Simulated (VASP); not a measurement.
Runs of VASP 6.6.1 on ZnSn2N3. The structure is that of space group P6/mmm (No. 191), or close to it. The cells are those of the table. The cell was generated, and may not be a known phase.

| task | cell | k mesh | cutoff (eV) | gap on the mesh (eV) | pressure (GPa) | relaxed volume (Å³/atom) |
| --- | --- | --- | --- | --- | --- | --- |
| single point | a = 5.821, b = 5.821, c = 3.270 Å, angles 90.0, 90.0, 120.0°, 6 atoms | 3 × 3 × 6 | 520 | none | (a) | - |
| single point | a = 5.859, b = 5.859, c = 2.947 Å, angles 90.0, 90.0, 120.0°, 6 atoms | 6 × 6 × 12 | 520 | none | 0.2 | - |
| relaxation of cell and atoms | relaxed from a = 5.855, b = 5.855, c = 2.947 Å, angles 90.0, 90.0, 120.0°, 6 atoms | 6 × 6 × 12 | 600 | none | 0.1 | 14.61 |
| relaxation of cell and atoms | relaxed from a = 5.821, b = 5.821, c = 3.270 Å, angles 90.0, 90.0, 120.0°, 6 atoms | 3 × 3 × 6 | 600 | none | -0.3 | 14.62 |
| single point | a = 5.855, b = 5.855, c = 2.947 Å, angles 90.0, 90.0, 120.0°, 6 atoms | 3 × 3 × 6 | 520 | none | 0.1 | - |

Alike in all rows: level PBE; potentials or basis VASP PAW PBE potentials, release 64 (Zn, Sn_d, N); no spin polarisation; smearing gaussian 0.1 eV.

Q: Estimate the missing entries.

A: (a) -8.8.

Caveats: some runs use coarse meshes; spin-orbit coupling is left out, which moves the levels of the heavy elements; an odd number of electrons without spin polarisation forces a metal; a magnetic or distorted state may lie lower.

A k mesh can miss the band edges, and the runs leave out spin-orbit coupling on Sn.

A gap of «none» marks levels without a gap at the run's occupations.
